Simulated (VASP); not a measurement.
# Be (P6_3/mmc) in VASP: a series of runs, part 2 of 2

VASP 6.6.1. The steps go on from the part before.

## (5) Single point, PBE

The input, INCAR:

```
ALGO = Normal ; EDIFF = 1E-6
ENCUT = 520 ; GGA = PE
ISIF = 2 ; ISMEAR = 1
LASPH = True ; LCHARG = False
LREAL = False ; LWAVE = False
NBANDS = 9 ; NELM = 80
PREC = Accurate ; SIGMA = 0.1
```

The input, KPOINTS:

```
k-points
0
Gamma
  16 16 9
```

The input, POSCAR:

```
Be
1.0
    2.2656737714      0.0000000000      0.0000000000
   -1.1328368857      1.9621310427      0.0000000000
    0.0000000000      0.0000000000      3.5587036811
Be
2
Direct
    0.3333333333      0.6666666667      0.2500000000
    0.6666666667      0.3333333333      0.7500000000
```

Potentials or basis: VASP PAW PBE potentials, release 64 (Be).

Command:

```
$ cat potpaw_PBE.64/Be/POTCAR > POTCAR
$ mpirun -np 1 vasp_std > vasp.out
```

OUTCAR:

```text
EDIFF = 1E-6
   ENCUT = 520
   GGA = PE
   ISIF = 2
   ISMEAR = 1
   LASPH = True
   LREAL = False
   NELM = 80
   PREC = Accurate

 ion  position               nearest neighbor table
   1  0.333  0.667  0.250-   2 2.21   2 2.21   2 2.21   2 2.21   2 2.21   2 2.21
   2  0.667  0.333  0.750-   1 2.21   1 2.21   1 2.21   1 2.21   1 2.21   1 2.21

  LATTYP: Found a hexagonal cell.
 ALAT       =     2.2656737714
 C/A-ratio  =     1.5707043644

  Lattice vectors:

 A1 = (   2.2656737714,   0.0000000000,   0.0000000000)
 A2 = (  -1.1328368857,   1.9621310427,   0.0000000000)
 A3 = (   0.0000000000,   0.0000000000,   3.5587036811)

Analysis of symmetry for initial positions (statically):
=====================================================================
 Subroutine PRICEL returns:
 Original cell was already a primitive cell.

 Routine SETGRP: Setting up the symmetry group for a
 hexagonal supercell.

 Subroutine GETGRP returns: Found 24 space group operations
 (whereof 12 operations were pure point group operations)
 out of a pool of 24 trial point group operations.

The static configuration has the point symmetry D_3d.
 The point group associated with its full space group is D_6h.

Analysis of symmetry for dynamics (positions and initial velocities):
=====================================================================
 Subroutine PRICEL returns:
 Original cell was already a primitive cell.

 Routine SETGRP: Setting up the symmetry group for a
 hexagonal supercell.

 Subroutine GETGRP returns: Found 24 space group operations
 (whereof 12 operations were pure point group operations)
 out of a pool of 24 trial point group operations.

The dynamic configuration has the point symmetry D_3d.
 The point group associated with its full space group is D_6h.

 Subroutine INISYM returns: Found 24 space group operations
 (whereof 12 operations are pure point group operations),
 and found     1 'primitive' translations

[... 120 lines left out ...]
   LHFCALC =     F    Hartree Fock is set to
   AEXX    =    0.0000 exact exchange contribution
   IVDW    =     0    specifies the selected vdW correction
   LEPSILON=     F    determine dielectric tensor
   LRPA    =     F    only Hartree local field effects (RPA)
 non-spin polarized calculation
 Methfessel and Paxton  Order N= 1 SIGMA  =   0.10
  energy-cutoff  :      520.00
  volume of cell :       15.82
 maximum number of plane-waves:       440
 NGX is ok and might be reduce to    18
   NGX =  9   NGY =  9   NGZ = 13

 number of electron       4.0000000 magnetization

 Free energy of the ion-electron system (eV)
  ---------------------------------------------------
  ext. energy  EPLUGINS =         0.00000000
  ---------------------------------------------------
  free energy    TOTEN  =        -7.53840387 eV

  energy without entropy =       -7.53820026  energy(sigma->0) =       -7.53833600

 E-fermi :   7.0067     XC(G=0): -10.6038

 val. band max:        6.9804257271   @ k =   0.3125   0.1250   0.0000
 cond. band min:       7.0325329542   @ k =   0.2500   0.2500   0.1111
 fundamental gap:      0.0521072271
 Fermi energy:         7.0066985279

 k-point     1 :       0.0000    0.0000    0.0000
  band No.  band energies     occupation
      1      -4.3276      2.00000
      2       2.6048      2.00000
      3       8.1740     -0.00000
      4      22.9599      0.00000
      5      22.9599      0.00000
      6      25.8196      0.00000
      7      25.8196      0.00000
      8      27.9891      0.00000
      9      34.0855      0.00000
[... 265 lines left out ...]
 k-point    24 :       0.2500    0.1875    0.0000
  band No.  band energies     occupation
      1      -0.1594      2.00000
      2       7.9470     -0.00000
      3       8.0416     -0.00000
      4      10.8668      0.00000
      5      14.6839      0.00000
      6      18.9285      0.00000
      7      21.7584      0.00000
      8      22.8958      0.00000
      9      24.0982      0.00000

 [... further k-points ...]

------------------------ aborting loop because EDIFF is reached ----------------------------------------

  FORCE on cell =-STRESS in cart. coord.  units (eV):
  Direction    XX          YY          ZZ          XY          YZ          ZX
  --------------------------------------------------------------------------------------
  -------------------------------------------------------------------------------------
  Total        0.0233199      0.0233199     -0.0022643      0.0000000      0.0000000     -0.0000000
  in kB        2.3616745      2.3616745     -0.2293115      0.0000000      0.0000000     -0.0000000
  external PRESSURE =       1.4980125 kB  Pullay stress =       0.0000000 kB

 VOLUME and BASIS-vectors are now :
 -----------------------------------------------------------------------------
  energy-cutoff  :      520.00
  volume of cell :       15.82
      direct lattice vectors                 reciprocal lattice vectors
     2.265673771  0.000000000  0.000000000     0.441369809  0.254824978  0.000000000
    -1.132836886  1.962131043  0.000000000     0.000000000  0.509649956  0.000000000
     0.000000000  0.000000000  3.558703681     0.000000000  0.000000000  0.281001199

 POSITION                                       TOTAL-FORCE (eV/Angst)
 -----------------------------------------------------------------------------------
     -0.00000      1.30809      0.88968        -0.000000      0.000000      0.000000
      1.13284      0.65404      2.66903         0.000000     -0.000000      0.000000
 -----------------------------------------------------------------------------------
    total drift:                                0.000000     -0.000000      0.000000

  FREE ENERGIE OF THE ION-ELECTRON SYSTEM (eV)
  ---------------------------------------------------
  free  energy   TOTEN  =        -7.5384038715 eV

  energy  without entropy=       -7.5382002608  energy(sigma->0) =       -7.53833600
```

It took 8.5 s on 1 thread of Intel Xeon Platinum 8488C (Sapphire Rapids), shared host; peak memory 0.13 GiB.

Results:

* Free energy: -7.5384 eV
* Pressure: 0.1 GPa
* Band gap on the k mesh: zero (band 2 reaches 7.95 eV, above the bottom of band 3 at 6.35 eV)

Levels at points of the mesh, in eV from the Fermi level:
```tsv
k point	band 1	band 2	band 3	band 4	band 5	band 6
(0.00, 0.00, 0.00)	-11.33	-4.40	1.17	15.95	15.95	18.81
(0.50, 0.00, 0.00)	-5.00	-3.13	3.65	6.52	6.79	9.38
```

## (6) The runs side by side

```tsv
smearing	gap on the mesh (eV)	pressure (GPa)
gaussian 1 eV	none	0.6
methfessel-paxton 0.01 eV	none	0.2
methfessel-paxton 0.03 eV	none	0.2
methfessel-paxton 0.1 eV	none	0.1
```

Alike in all rows: task single point; level PBE; potentials or basis VASP PAW PBE potentials, release 64 (Be); no spin polarisation; cell as given; k mesh 16 × 16 × 9; cutoff (eV) 520.

Every run on the cell as given and a fine mesh finds a metal.

Absolute energies hang on the potentials; compare differences alone.
